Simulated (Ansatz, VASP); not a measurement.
# Ni in VASP and in Ansatz

```
Ni
1.0
     0.00000    1.76706    1.76706
     1.76706    0.00000    1.76706
     1.76706    1.76706    0.00000
Ni
1
Direct
  0.00000 0.00000 0.00000
```

Alike in both runs: task single point; functional PBE; k mesh 22 × 22 × 22; occupations gaussian, width 0.05 eV; no spin polarisation.

```csv
,VASP,Ansatz
version,VASP 6.6.1,Ansatz 0.2.0
potentials or method,"VASP PAW PBE potentials, release 64 (Ni), cutoff 520 eV","scalar-relativistic, plane waves, PAW"
valence electrons in the cell,10,18
```

```csv
,VASP,Ansatz,Ansatz less VASP
gap on the k mesh at the Fermi level (eV),none,none,-
pressure (GPa),-3.8,-3.8,-0.09
```

A gap of «none» marks a metal or a gap that the smearing closes. The functional is the same, so the differences come from potentials, cutoffs and numerics. VASP's potentials hold 10 valence electrons a cell and Ansatz's 18, so a difference there can come from the potentials and not from the codes.
